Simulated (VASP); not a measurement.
# MgI2 (P-3m1) in VASP: a series of runs, part 2 of 2

VASP 6.6.1. The steps go on from the part before.

## 3. Single point, PBE

File INCAR:

```
SYSTEM = MgI2
PREC = Accurate
ENCUT = 520
EDIFF = 1E-7
ISMEAR = 0
SIGMA = 0.05
LREAL = .False.
LASPH = .True.
NELM = 80
ALGO = Normal
ISIF = 2
LWAVE = .False.
LCHARG = .True.
GGA = PE
LELF = .True.
LVHAR = .True.
NBANDS = 15
```

File KPOINTS:

```
Automatic mesh
0
Gamma
  6 6 4
  0 0 0
```

File POSCAR:

```
MgI2
1.0
    4.2734827252      0.0000000000      0.0000000000
   -2.1367413626      3.7009446027      0.0000000000
    0.0000000000      0.0000000000      7.9347883382
Mg I
1 2
Direct
    0.0000000000      0.0000000000      0.0000000000
    0.3333333333      0.6666666667      0.7897071656
    0.6666666667      0.3333333333      0.2102928344
```

Potentials or basis: VASP PAW PBE potentials, release 64 (Mg, I).

Run with:

```
$ cat potpaw_PBE.64/Mg/POTCAR potpaw_PBE.64/I/POTCAR > POTCAR
$ mpirun -np 1 vasp_std > vasp.out
```

OUTCAR:

```text
SYSTEM = MgI2
   PREC = Accurate
   ENCUT = 520
   EDIFF = 1E-7
   ISMEAR = 0
   LREAL = .False.
   LASPH = .True.
   NELM = 80
   ISIF = 2
   GGA = PE

 ion  position               nearest neighbor table
   1  0.000  0.000  0.000-   2 2.98   3 2.98   3 2.98   2 2.98   3 2.98   2 2.98
   2  0.333  0.667  0.790-   1 2.98   1 2.98   1 2.98
   3  0.667  0.333  0.210-   1 2.98   1 2.98   1 2.98

  LATTYP: Found a hexagonal cell.
 ALAT       =     4.2734827252
 C/A-ratio  =     1.8567498334

  Lattice vectors:
[... 620 lines left out ...]

  FORCE on cell =-STRESS in cart. coord.  units (eV):
  Direction    XX          YY          ZZ          XY          YZ          ZX
  --------------------------------------------------------------------------------------
  -------------------------------------------------------------------------------------
  Total       -0.6888720     -0.6888720     -0.3213151     -0.0000000      0.0000000      0.0000000
  in kB       -8.7946639     -8.7946639     -4.1021531     -0.0000000      0.0000000      0.0000000
  external PRESSURE =      -7.2304936 kB  Pullay stress =       0.0000000 kB

 VOLUME and BASIS-vectors are now :
 -----------------------------------------------------------------------------
  energy-cutoff  :      520.00
  volume of cell :      125.50
      direct lattice vectors                 reciprocal lattice vectors
     4.273482725  0.000000000  0.000000000     0.234001180  0.135100644  0.000000000
    -2.136741363  3.700944603  0.000000000     0.000000000  0.270201288  0.000000000
     0.000000000  0.000000000  7.934788338     0.000000000  0.000000000  0.126027306

 POSITION                                       TOTAL-FORCE (eV/Angst)
 -----------------------------------------------------------------------------------
      0.00000      0.00000      0.00000        -0.000000      0.000000      0.000000
     -0.00000      2.46730      6.26616        -0.000000      0.000000      0.091901
      2.13674      1.23365      1.66863         0.000000     -0.000000     -0.091901
 -----------------------------------------------------------------------------------
    total drift:                                0.000000     -0.000000      0.000000

  FREE ENERGIE OF THE ION-ELECTRON SYSTEM (eV)
  ---------------------------------------------------
  free  energy   TOTEN  =        -7.7278451045 eV

  energy  without entropy=       -7.7278451045  energy(sigma->0) =       -7.72784510
```

OSZICAR:

```text
N       E                     dE             d eps       ncg     rms          rms(c)
DAV:   1     0.813328596060E+02    0.81333E+02   -0.55278E+03   720   0.815E+02
DAV:   2    -0.568163340465E+00   -0.81901E+02   -0.73368E+02  1008   0.129E+02
DAV:   3    -0.775387328893E+01   -0.71857E+01   -0.71511E+01   958   0.444E+01
DAV:   4    -0.791864835667E+01   -0.16478E+00   -0.16476E+00  1041   0.793E+00
DAV:   5    -0.791975381945E+01   -0.11055E-02   -0.11055E-02   995   0.697E-01    0.358E+00
DAV:   6    -0.776075860863E+01    0.15900E+00   -0.13473E-01   790   0.185E+00    0.248E+00
DAV:   7    -0.772959429164E+01    0.31164E-01   -0.13172E-01   818   0.179E+00    0.792E-01
DAV:   8    -0.772772390500E+01    0.18704E-02   -0.92184E-03   832   0.536E-01    0.260E-01
DAV:   9    -0.772785561565E+01   -0.13171E-03   -0.12004E-03   937   0.207E-01    0.892E-02
DAV:  10    -0.772784034798E+01    0.15268E-04   -0.41492E-05   881   0.427E-02    0.391E-02
DAV:  11    -0.772784441261E+01   -0.40646E-05   -0.10400E-05   916   0.216E-02    0.121E-02
DAV:  12    -0.772784474903E+01   -0.33642E-06   -0.11778E-06   951   0.638E-03    0.863E-03
DAV:  13    -0.772784538459E+01   -0.63556E-06   -0.29980E-07   839   0.320E-03    0.826E-03
DAV:  14    -0.772784516913E+01    0.21546E-06   -0.44719E-08   710   0.135E-03    0.338E-03
DAV:  15    -0.772784510452E+01    0.64614E-07   -0.12049E-08   472   0.576E-04
   1 F= -.77278451E+01 E0= -.77278451E+01  d E =-.457113E-12
```

stdout:

```text
POSCAR found type information on POSCAR MgI
 POSCAR found :  2 types and       3 ions
 scaLAPACK will be used
 LDA part: xc-table for (Slater+PW92), standard interpolation
 POSCAR, INCAR and KPOINTS ok, starting setup
 FFT: planning ... GRIDC
 FFT: planning ... GRID_SOFT
 FFT: planning ... GRID
 WAVECAR not read
 entering main loop
```

Wall time 28 s (1 thread of AMD EPYC 9R45 (Zen 5), shared host); peak memory 0.22 GiB.

Results:

- Free energy: -7.7278 eV
- Pressure: -0.7 GPa
- Largest force: 0.092 eV/Å
- Band gap on the k mesh: 3.61 eV, indirect (least direct gap 3.63 eV)

Forces on the atoms (eV/Å):
```
Mg   0.000  0.000  0.000
I    0.000  0.000  0.092
I    0.000  0.000 -0.092
```

Levels at points of the mesh, in eV from the valence-band top:
| k point | band 5 | band 6 | band 7 | band 8 | band 9 | band 10 | band 11 | band 12 |
| --- | --- | --- | --- | --- | --- | --- | --- | --- |
| (0.00, 0.00, 0.00) | -0.28 | -0.19 | 0.00 | 0.00 | 3.63 | 4.87 | 6.63 | 6.63 |
| (0.50, 0.00, 0.00) | -1.22 | -1.09 | -0.52 | -0.34 | 3.66 | 5.48 | 5.93 | 7.27 |
| (0.00, 0.00, 0.50) | -0.26 | -0.26 | -0.01 | -0.01 | 4.19 | 4.85 | 6.59 | 6.59 |
| (0.50, 0.00, 0.50) | -1.06 | -1.04 | -0.52 | -0.38 | 3.61 | 5.49 | 5.90 | 6.44 |

Caveat: spin-orbit coupling is left out, which moves the levels of the heavy elements; this functional lacks dispersion, which binds the layers, so the pressure and a relaxed spacing across them are unreliable. Expect the measured gap to be larger: semilocal functionals such as PBE lack the derivative discontinuity.

## 4. Single point, PBE

File INCAR:

```
SYSTEM = MgI2
PREC     = Accurate       ! precision mode
ENCUT    = 520            ! plane-wave cutoff, eV
EDIFF    = 1E-7           ! SCF threshold, eV
ISMEAR   = 0              ! smearing method
SIGMA    = 0.05           ! smearing width, eV
LREAL    = .FALSE.        ! projectors in reciprocal space
LASPH    = .TRUE.         ! aspherical terms in the spheres
NELM     = 100            ! most SCF steps
ALGO     = Normal         ! electronic algorithm
ISIF     = 2              ! what is computed and relaxed
LWAVE    = .FALSE.        ! write WAVECAR
LCHARG   = .FALSE.        ! write CHGCAR
GGA      = PE             ! functional
NBANDS   = 15             ! bands
```

File KPOINTS:

```
Automatic mesh
0
G
  6 6 4
  0 0 0
```

File POSCAR:

```
MgI2
1.0
    4.2734827252      0.0000000000      0.0000000000
   -2.1367413626      3.7009446027      0.0000000000
    0.0000000000      0.0000000000      7.9347883382
Mg I
1 2
Direct
    0.0000000000      0.0000000000      0.0000000000
    0.3333333333      0.6666666667      0.7973879295
    0.6666666667      0.3333333333      0.2026120705
```

Run with:

```
$ cat potpaw_PBE.64/Mg/POTCAR potpaw_PBE.64/I/POTCAR > POTCAR
$ mpirun -np 1 vasp_std > vasp.out
```

Wall time 25 s (1 thread of AMD EPYC 9R45 (Zen 5), shared host); peak memory 0.22 GiB.

It converged, with:

```yaml
Free_energy: -7.7220 eV
Pressure: 0.0 GPa
Largest_force: 0.192 eV/Å
Band_gap_on_the_k_mesh: 3.73 eV, indirect (least direct gap 3.77 eV)
```

Forces in eV/Å, atoms in the order of the input:
```
Mg   0.000  0.000  0.000
I    0.000  0.000 -0.192
I    0.000  0.000  0.192
```

Stress tensor (GPa, compression positive):
```
-0.33  0.00  0.00
 0.00 -0.33  0.00
 0.00  0.00  0.76
```

Levels at points of the mesh, in eV from the valence-band top:
```tsv
k point	band 5	band 6	band 7	band 8	band 9	band 10	band 11	band 12
(0.00, 0.00, 0.00)	-0.32	-0.08	0.00	0.00	3.77	4.87	6.61	6.61
(0.50, 0.00, 0.00)	-1.16	-1.13	-0.43	-0.31	3.74	5.58	6.08	7.44
(0.00, 0.00, 0.50)	-0.31	-0.31	-0.01	-0.01	4.28	4.87	6.58	6.58
(0.50, 0.00, 0.50)	-1.14	-0.97	-0.43	-0.34	3.73	5.62	6.02	6.63
```

Caveat: spin-orbit coupling is left out, which moves the levels of the heavy elements; this functional lacks dispersion, which binds the layers, so the pressure and a relaxed spacing across them are unreliable.

## 5. Single point, PBE

File INCAR:

```
SYSTEM = MgI2
PREC = Accurate
ENCUT = 520
EDIFF = 1E-6
ISMEAR = 0
SIGMA = 0.05
LREAL = .False.
LASPH = .True.
NELM = 60
ALGO = Normal
ISIF = 2
LWAVE = .False.
LCHARG = .True.
GGA = PE
LELF = .True.
LVHAR = .True.
NBANDS = 15
```

File KPOINTS:

```
regular mesh
0
Gamma
  6 6 4
  0 0 0
```

File POSCAR:

```
MgI2
1.0
    4.2734827252      0.0000000000      0.0000000000
   -2.1367413626      3.7009446027      0.0000000000
    0.0000000000      0.0000000000      7.9347883382
Mg I
1 2
Direct
    0.0000000000      0.0000000000      0.0000000000
    0.3333333333      0.6666666667      0.7705052557
    0.6666666667      0.3333333333      0.2294947443
```

Run with:

```
$ cat potpaw_PBE.64/Mg/POTCAR potpaw_PBE.64/I/POTCAR > POTCAR
$ mpirun -np 1 vasp_std > vasp.out
```

Run time: 24 s. Hardware: 1 thread of AMD EPYC 9R45 (Zen 5), shared host; peak memory 0.22 GiB.

It converged, with:

```yaml
Free_energy: -7.6048 eV
Pressure: -2.3 GPa
Largest_force: 0.691 eV/Å
Band_gap_on_the_k_mesh: 3.20 eV, direct
```

Forces on the atoms (eV/Å):
```
Mg   0.000  0.000  0.000
I    0.000  0.000  0.691
I    0.000  0.000 -0.691
```

Stress tensor (GPa, compression positive):
```
-1.82  0.00  0.00
 0.00 -1.82  0.00
 0.00  0.00 -3.17
```

Levels at points of the mesh, in eV from the valence-band top:
```csv
k point,band 5,band 6,band 7,band 8,band 9,band 10,band 11,band 12
"(0.00, 0.00, 0.00)",-0.19,-0.19,0.00,0.00,3.20,4.87,6.66,6.66
"(0.50, 0.00, 0.00)",-1.43,-0.95,-0.74,-0.39,3.38,5.18,5.60,6.78
"(0.00, 0.00, 0.50)",-0.17,-0.17,-0.03,-0.03,3.92,4.79,6.61,6.61
"(0.50, 0.00, 0.50)",-1.17,-0.90,-0.73,-0.45,3.25,5.10,5.68,6.02
```

Caveat: spin-orbit coupling is left out, which moves the levels of the heavy elements; this functional lacks dispersion, which binds the layers, so the pressure and a relaxed spacing across them are unreliable.

## 6. Single point, PBE

File INCAR:

```
SYSTEM = MgI2
ALGO = Normal
EDIFF = 1E-7
ENCUT = 520
GGA = PE
ISIF = 2
ISMEAR = 0
LASPH = .TRUE.
LCHARG = .FALSE.
LREAL = .FALSE.
LWAVE = .FALSE.
NBANDS = 15
NELM = 100
PREC = Accurate
SIGMA = 0.05
```

File KPOINTS:

```
k-points
0
G
  6 6 4
  0 0 0
```

File POSCAR:

```
MgI2
1.0
    4.2734827252      0.0000000000      0.0000000000
   -2.1367413626      3.7009446027      0.0000000000
    0.0000000000      0.0000000000      7.9347883382
Mg I
1 2
Direct
    0.0000000000      0.0000000000      0.0000000000
    0.3333333333      0.6666666667      0.7935475476
    0.6666666667      0.3333333333      0.2064524524
```

Potentials or basis: VASP PAW PBE potentials, release 64 (Mg, I).

Run with:

```
$ cat potpaw_PBE.64/Mg/POTCAR potpaw_PBE.64/I/POTCAR > POTCAR
$ mpirun -np 1 vasp_std > vasp.out
```

It took 26 s on 1 thread of AMD EPYC 9R45 (Zen 5), shared host; peak memory 0.22 GiB.

Results (log left out):

- Free energy: -7.7293 eV
- Pressure: -0.4 GPa
- Largest force: 0.047 eV/Å
- Band gap on the k mesh: 3.67 eV, indirect (least direct gap 3.70 eV)

Forces on the atoms (eV/Å):
```
Mg   0.000  0.000  0.000
I    0.000  0.000 -0.047
I    0.000  0.000  0.047
```

Stress tensor (GPa, compression positive):
```
-0.62  0.00  0.00
 0.00 -0.62  0.00
 0.00  0.00  0.17
```

Levels at points of the mesh, in eV from the valence-band top:
```tsv
k point	band 4	band 5	band 6	band 7	band 8	band 9	band 10	band 11	band 12	band 13
(0.00, 0.00, 0.00)	-0.30	-0.30	-0.14	0.00	0.00	3.70	4.87	6.62	6.62	6.95
(0.50, 0.00, 0.00)	-2.51	-1.18	-1.12	-0.48	-0.33	3.70	5.53	6.00	7.35	7.65
(0.00, 0.00, 0.50)	-0.60	-0.29	-0.29	-0.01	-0.01	4.24	4.86	6.58	6.58	7.03
(0.50, 0.00, 0.50)	-2.58	-1.10	-1.01	-0.47	-0.36	3.67	5.56	5.96	6.53	7.58
```

Caveat: spin-orbit coupling is left out, which moves the levels of the heavy elements; this functional lacks dispersion, which binds the layers, so the pressure and a relaxed spacing across them are unreliable. A hybrid or GW would open this gap; PBE tends to underestimate it.
